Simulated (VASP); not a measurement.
# WC (P-6m2) in VASP: a series of runs

WC is run at these levels: r2SCAN, LDA, PBEsol, PBE; tasks: relaxation of the atoms, single point.

All numbers are computed with VASP 6.6.1; they aren't measurements. Logs are shortened: lines on timing, memory, paths and dates and some standing lists are left out, and cuts for length are marked.

**1. The cell of the first run**

The structure is hexagonal, space group P-6m2 (No. 187). The conventional cell has a = 2.913 Å, b = 2.913 Å, c = 2.836 Å, α = 90.00°, β = 90.00°, γ = 120.00°. Within 3.0 Å of W (site symmetry -6m2) lie 6 C at 2.20 Å and 8 W at 2.84 to 2.91 Å. C (site symmetry -6m2) has 6 W at 2.20 Å and 8 C at 2.84 to 2.91 Å within 3.0 Å.

**2. Relaxation of the atoms, r2SCAN**

File POSCAR:

```
WC
1.0
    2.9128406500      0.0000000000      0.0000000000
   -1.4564203300      2.5225940000      0.0000000000
    0.0000000000      0.0000000000      2.8361769500
W C
1 1
Direct
    0.0000000000      0.0000000000      0.0000000000
    0.6666666700      0.3333333300      0.5000000000
```

File INCAR.step1:

```
PREC     = Accurate       # precision mode
ENCUT    = 520            # plane-wave cutoff, eV
ISMEAR   = -1             # smearing method
SIGMA    = 0.1            # smearing width, eV
LREAL    = False          # projectors in reciprocal space
LASPH    = True           # aspherical terms in the spheres
NELM     = 100            # most SCF steps
GGA      = PE             # functional
ALGO     = Normal         # electronic algorithm
EDIFF    = 1E-4           # SCF threshold, eV
LWAVE    = True           # write WAVECAR
LCHARG   = False          # write CHGCAR
```

File INCAR.step2:

```
PREC     = Accurate       # precision mode
ENCUT    = 520            # plane-wave cutoff, eV
EDIFF    = 1E-6           # SCF threshold, eV
ISMEAR   = -1             # smearing method
SIGMA    = 0.1            # smearing width, eV
LREAL    = False          # projectors in reciprocal space
LASPH    = True           # aspherical terms in the spheres
NELM     = 100            # most SCF steps
ALGO     = Normal         # electronic algorithm
ISIF     = 2              # what is computed and relaxed
LWAVE    = False          # write WAVECAR
LCHARG   = False          # write CHGCAR
METAGGA  = R2SCAN         # meta-GGA
LMIXTAU  = True         
IBRION   = 2              # ionic algorithm
NSW      = 50             # ionic steps
EDIFFG   = -0.01          # ionic threshold
ISTART   = 1
```

File KPOINTS:

```
regular mesh
0
Gamma
  13 13 12
```

Potentials or basis: VASP PAW PBE potentials, release 64 (W_sv, C).

On the command line:

```bash
cat potpaw_PBE.64/W_sv/POTCAR potpaw_PBE.64/C/POTCAR > POTCAR
cp INCAR.step1 INCAR
mpirun -np 1 vasp_std > vasp.out
cp INCAR.step2 INCAR
mpirun -np 1 vasp_std > vasp.out
```

OUTCAR:

```text
PREC = Accurate
   ENCUT = 520
   EDIFF = 1E-6
   ISMEAR = -1
   LREAL = False
   LASPH = True
   NELM = 100
   ISIF = 2
   METAGGA = R2SCAN
   IBRION = 2
   NSW = 50
   EDIFFG = -0.01
   ISTART = 1

 ion  position               nearest neighbor table
   1  0.000  0.000  0.000-   2 2.20   2 2.20   2 2.20   2 2.20   2 2.20   2 2.20
   2  0.667  0.333  0.500-   1 2.20   1 2.20   1 2.20   1 2.20   1 2.20   1 2.20

  LATTYP: Found a hexagonal cell.
 ALAT       =     2.9128406500
 C/A-ratio  =     0.9736807779

  Lattice vectors:

 A1 = (   2.9128406500,   0.0000000000,   0.0000000000)
 A2 = (  -1.4564203300,   2.5225940000,   0.0000000000)
 A3 = (   0.0000000000,   0.0000000000,   2.8361769500)

Analysis of symmetry for initial positions (statically):
=====================================================================
 Subroutine PRICEL returns:
 Original cell was already a primitive cell.

 Routine SETGRP: Setting up the symmetry group for a
 hexagonal supercell.

 Subroutine GETGRP returns: Found 12 space group operations
 (whereof 12 operations were pure point group operations)
 out of a pool of 24 trial point group operations.

The static configuration has the point symmetry D_3h.

Analysis of symmetry for dynamics (positions and initial velocities):
=====================================================================
 Subroutine PRICEL returns:
 Original cell was already a primitive cell.

 Routine SETGRP: Setting up the symmetry group for a
 hexagonal supercell.

 Subroutine GETGRP returns: Found 12 space group operations
 (whereof 12 operations were pure point group operations)
 out of a pool of 24 trial point group operations.

The dynamic configuration has the point symmetry D_3h.

 Subroutine INISYM returns: Found 12 space group operations
 (whereof 12 operations are pure point group operations),
 and found     1 'primitive' translations

----------------------------------------------------------------------------------------

                                     Primitive cell

  volume of cell :      20.8400

  direct lattice vectors                    reciprocal lattice vectors
     2.912840650  0.000000000  0.000000000     0.343307486  0.198208670  0.000000000
    -1.456420330  2.522594000  0.000000000     0.000000000  0.396417339  0.000000000
     0.000000000  0.000000000  2.836176950     0.000000000  0.000000000  0.352587309

  length of vectors
     2.912840650  2.912840652  2.836176950     0.396417339  0.396417339  0.352587309

  position of ions in fractional coordinates (direct lattice)
     0.000000000  0.000000000  0.000000000
     0.666666670  0.333333330  0.500000000

  ion indices of the primitive-cell ions
   primitive index   ion index
                 1           1
                 2           2

----------------------------------------------------------------------------------------

 KPOINTS: regular mesh

Automatic generation of k-mesh.
 Grid dimensions read from file:
 generate k-points for:   13   13   12

 Generating k-lattice:

  Cartesian coordinates                     Fractional coordinates (reciprocal lattice)
     0.026408268  0.015246821  0.000000000     0.076923077  0.000000000  0.000000000
     0.000000000  0.030493641  0.000000000     0.000000000  0.076923077  0.000000000
     0.000000000  0.000000000  0.029382276     0.000000000  0.000000000  0.083333333

  Length of vectors
     0.030493641  0.030493641  0.029382276

  Shift w.r.t. Gamma in fractional coordinates (k-lattice)
     0.000000000  0.000000000  0.000000000

 Subroutine IBZKPT returns following result:
 ===========================================

 Found    147 irreducible k-points:

 Following reciprocal coordinates:
            Coordinates               Weight
  0.000000  0.000000  0.000000      1.000000
  0.076923  0.000000  0.000000      6.000000
  0.153846  0.000000  0.000000      6.000000
  0.230769 -0.000000  0.000000      6.000000
  0.307692  0.000000  0.000000      6.000000
  0.384615  0.000000  0.000000      6.000000
[... 16 lines left out ...]
  0.076923  0.000000  0.083333     12.000000
  0.153846  0.000000  0.083333     12.000000
 [... further k-points ...]
   k-points           NKPTS =    147   k-points in BZ     NKDIM =    147   number of bands    NBANDS=     13
   number of dos      NEDOS =    301   number of ions     NIONS =      2
   total plane-waves  NPLWV =  13824
   dimension x,y,z NGX =    24 NGY =   24 NGZ =   24
   dimension x,y,z NGXF=    48 NGYF=   48 NGZF=   48
   ions per type =               1   1
   NGX,Y,Z   is equivalent  to a cutoff of  13.70, 13.70, 14.07 a.u.
   NGXF,Y,Z  is equivalent  to a cutoff of  27.40, 27.40, 28.14 a.u.
 SYSTEM =  unknown system
   PREC   = accura    normal or accurate (medium, high low for compatibility)
   ISTART =      1    job   : 0-new  1-cont  2-samecut
   ICHARG =      0    charge: 1-file 2-atom 10-const
   ISPIN  =      1    spin polarized calculation?
   LNONCOLLINEAR =      F non collinear calculations
   LSORBIT =      F    spin-orbit coupling
   LASPH  =      T    aspherical Exc in radial PAW
   ENCUT  =  520.0 eV  38.22 Ry    6.18 a.u.   5.42  5.42  5.27*2*pi/ulx,y,z
   NELM   =    100;   NELMIN=  2; NELMDL=  0     # of ELM steps
   EDIFF  = 0.1E-05   stopping-criterion for ELM
   LREAL  =      F    real-space projection
   EDIFFG = -.1E-01   stopping-criterion for IOM
   NSW    =     50    number of steps for IOM
   IBRION =      2    ionic relax: 0-MD 1-quasi-New 2-CG
   NFREE  =      1    steps in history (QN), initial steepest desc. (CG)
   ISIF   =      2    stress and relaxation
   ISYM   =      2    0-nonsym 1-usesym 2-fastsym
   POTIM  = 0.5000    time-step for ionic-motion
   TEBEG  =    0.0;   TEEND  =   0.0 temperature during run
   PSTRESS=    0.0 pullay stress
   NELECT =      18.0000    total number of electrons
   NUPDOWN=      -1.0000    fix difference up-down
   EMIN   =  10.00;   EMAX   =-10.00  energy-range for DOS
   EFERMI =   0.00;   METHOD = LEGACY
   ISMEAR =    -1;   SIGMA  =   0.10  broadening in eV -4-tet -1-fermi 0-gaus
   EFERMI_NEDOS =   21; number of points for ismear=-14 and -15
   IALGO  =     38    algorithm
   IMIX   =      4    mixing-type and parameters
     AMIX     =   0.40;   BMIX     =  1.00
     AMIX_MAG =   1.60;   BMIX_MAG =  1.00
  volume/ion in A,a.u.               =      10.42        70.32
  Fermi-wavevector in a.u.,A,eV,Ry     =   1.559073  2.946221 33.071811  2.430710
  Thomas-Fermi vector in A             =   2.662485
   LORBIT       =      0    0 simple, 1 ext, 2 COOP (PROOUT), +10 PAW based schemes
   METAGGA = R2SCAN    functional components
   LHFCALC =     F    Hartree Fock is set to
   AEXX    =    0.0000 exact exchange contribution
   IVDW    =     0    specifies the selected vdW correction
   LEPSILON=     F    determine dielectric tensor
   LRPA    =     F    only Hartree local field effects (RPA)
 conjugate gradient relaxation of ions
 non-spin polarized calculation
  energy-cutoff  :      520.00
  volume of cell :       20.84
 maximum number of plane-waves:       581
 NGX is ok and might be reduce to    24
   NGX = 11   NGY = 11   NGZ = 11

 number of electron      18.0000001 magnetization

 Free energy of the ion-electron system (eV)
  ---------------------------------------------------
  ext. energy  EPLUGINS =         0.00000000
  ---------------------------------------------------
  free energy    TOTEN  =       -61.61738657 eV

  energy without entropy =      -61.60839130  energy(sigma->0) =      -61.61288894

 E-fermi :  10.9177     XC(G=0): -14.9424

 val. band max:       10.9128809393   @ k =   0.0769   0.0000   0.3333
 cond. band min:      10.9522042956   @ k =   0.0769   0.0769   0.5000
 fundamental gap:      0.0393233563
 Fermi energy:        10.9177017126

 k-point     1 :       0.0000    0.0000    0.0000
  band No.  band energies     occupation
      1     -65.0486      2.00000
      2     -28.3503      2.00000
      3     -28.2536      2.00000
      4     -28.2536      2.00000
      5      -4.3059      2.00000
      6       6.4403      2.00000
      7       7.4226      2.00000
      8       7.4226      2.00000
      9      11.0269      0.50257
     10      14.3064      0.00000
     11      14.3064      0.00000
     12      16.8526      0.00000
     13      16.8526      0.00000

 k-point     2 :       0.0769    0.0000    0.0000
  band No.  band energies     occupation
      1     -65.0450      2.00000
      2     -28.3437      2.00000
      3     -28.3048      2.00000
      4     -28.2651      2.00000
      5      -4.1470      2.00000
      6       6.4897      2.00000
      7       7.1994      2.00000
      8       7.5719      2.00000
      9      10.5541      1.94866
     10      14.2491      0.00000
     11      14.8356      0.00000
     12      16.5127      0.00000
     13      16.7347      0.00000

 k-point     3 :       0.1538    0.0000    0.0000
  band No.  band energies     occupation
      1     -65.0349      2.00000
      2     -28.4447      2.00000
      3     -28.3255      2.00000
      4     -28.2969      2.00000
      5      -3.6941      2.00000
      6       6.1637      2.00000
      7       7.1318      2.00000
      8       7.9977      2.00000
      9       9.6410      1.99999
     10      14.0939      0.00000
     11      15.7305      0.00000
     12      15.8796      0.00000
     13      16.4388      0.00000
[... 305 lines left out ...]
 k-point    23 :       0.0769    0.0000    0.0833
  band No.  band energies     occupation
      1     -65.0420      2.00000
      2     -28.3991      2.00000
      3     -28.2996      2.00000
      4     -28.2603      2.00000
      5      -3.9752      2.00000
      6       6.4237      2.00000
      7       7.2457      2.00000
      8       7.6441      2.00000
      9      10.4724      1.97699
     10      13.6461      0.00000
     11      14.2585      0.00000
     12      16.9343      0.00000
     13      17.1318      0.00000

 k-point    24 :       0.1538    0.0000    0.0833
  band No.  band energies     occupation
      1     -65.0319      2.00000
      2     -28.4403      2.00000
      3     -28.3788      2.00000
      4     -28.2920      2.00000
      5      -3.5350      2.00000
      6       6.2367      2.00000
      7       7.0304      2.00000
      8       8.0412      2.00000
      9       9.5173      2.00000
     10      13.4806      0.00000
     11      15.0704      0.00000
     12      16.5121      0.00000
     13      16.9532      0.00000

 [... further k-points ...]

------------------------ aborting loop because EDIFF is reached ----------------------------------------

  FORCE on cell =-STRESS in cart. coord.  units (eV):
  Direction    XX          YY          ZZ          XY          YZ          ZX
  --------------------------------------------------------------------------------------
  -------------------------------------------------------------------------------------
  Total        0.2109609      0.2109609      0.2296497     -0.0000000      0.0000000      0.0000000
  in kB       16.2186695     16.2186695     17.6554608     -0.0000000      0.0000000      0.0000000
  external PRESSURE =      16.6975999 kB  Pullay stress =       0.0000000 kB

 VOLUME and BASIS-vectors are now :
 -----------------------------------------------------------------------------
  energy-cutoff  :      520.00
  volume of cell :       20.84
      direct lattice vectors                 reciprocal lattice vectors
     2.912840650  0.000000000  0.000000000     0.343307486  0.198208670  0.000000000
    -1.456420330  2.522594000  0.000000000     0.000000000  0.396417339  0.000000000
     0.000000000  0.000000000  2.836176950     0.000000000  0.000000000  0.352587309

 POSITION                                       TOTAL-FORCE (eV/Angst)
 -----------------------------------------------------------------------------------
      0.00000      0.00000      0.00000         0.000000      0.000000      0.000000
      1.45642      0.84086      1.41809         0.000000      0.000000      0.000000
 -----------------------------------------------------------------------------------
    total drift:                               -0.000003      0.000002     -0.000000

  FREE ENERGIE OF THE ION-ELECTRON SYSTEM (eV)
  ---------------------------------------------------
  free  energy   TOTEN  =       -61.6173865723 eV

  energy  without entropy=      -61.6083913040  energy(sigma->0) =      -61.61288894

 reached required accuracy - stopping structural energy minimisation
```

Wall time 76 s (1 thread of Intel Xeon Platinum 8259CL at 2.50GHz (Skylake/Cascade Lake), shared host); peak memory 0.18 GiB.

Results:

```
Free energy             : -61.6174 eV
Pressure after relaxing : 1.7 GPa
Band gap on the k mesh  : zero (bands 9 and 10 overlap by 1.32 eV)
```

Stress tensor (GPa, compression positive):
```
1.62 0.00 0.00
0.00 1.62 0.00
0.00 0.00 1.77
```

Final structure:
```cif
data_structure
_symmetry_space_group_name_H-M 'P 1'
_symmetry_Int_Tables_number 1
_cell_length_a 2.9128
_cell_length_b 2.9128
_cell_length_c 2.8362
_cell_angle_alpha 90.000
_cell_angle_beta 90.000
_cell_angle_gamma 120.000
_cell_volume 20.84
loop_
_atom_site_label
_atom_site_type_symbol
_atom_site_fract_x
_atom_site_fract_y
_atom_site_fract_z
_atom_site_occupancy
W1 W 0.00000 0.00000 0.00000 1
C1 C 0.66667 0.33333 0.50000 1
```

Caveat: the relaxation stopped at its first step, so nothing moved; the PAW data sets were made with another functional, which shifts forces and pressure a little; spin-orbit coupling is left out, which moves the levels of the heavy elements.

(Continued in part 2 of 2.)
